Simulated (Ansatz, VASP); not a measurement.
**ScNb in VASP and in Ansatz**

```
Sc Nb
1.0
     3.06564    0.00000    0.00000
    -1.53282    2.65493    0.00000
     0.00000    0.00000    5.07219
Sc Nb
1 1
Direct
  0.00000 0.00000 0.00000
  0.33333 0.66667 0.50000
```

Alike in both runs: task single point; functional PBE; k mesh 3 × 3 × 2; no spin polarisation; Hubbard terms Nb d U = 4.6 eV, J = 0.64 eV.

|  | VASP | Ansatz |
| --- | --- | --- |
| version | VASP 6.6.1 | Ansatz 0.2.0 |
| potentials or method | VASP PAW PBE potentials, release 64 (Sc_sv, Nb_sv), cutoff 520 eV | scalar-relativistic, plane waves, PAW |
| occupations | fermi-dirac, width 0.051704 eV | fermi-dirac |
| valence electrons in the cell | 24 | 24 |

```tsv
	VASP	Ansatz	Ansatz less VASP
gap on the k mesh at the Fermi level (eV)	none	none	-
pressure (GPa)	1.7	-1.0	-2.71
traceless stress, the component that is largest in VASP (GPa)	-1.69	-1.45	+0.240
```

The programs project onto different local orbitals, so the same U acts differently, and such runs can settle in different states. A gap of «none» marks a metal or a gap that the smearing closes. Ansatz's warnings: filled band counts differ across k points.

The k mesh is coarse, so the values compare programs but aren't converged.
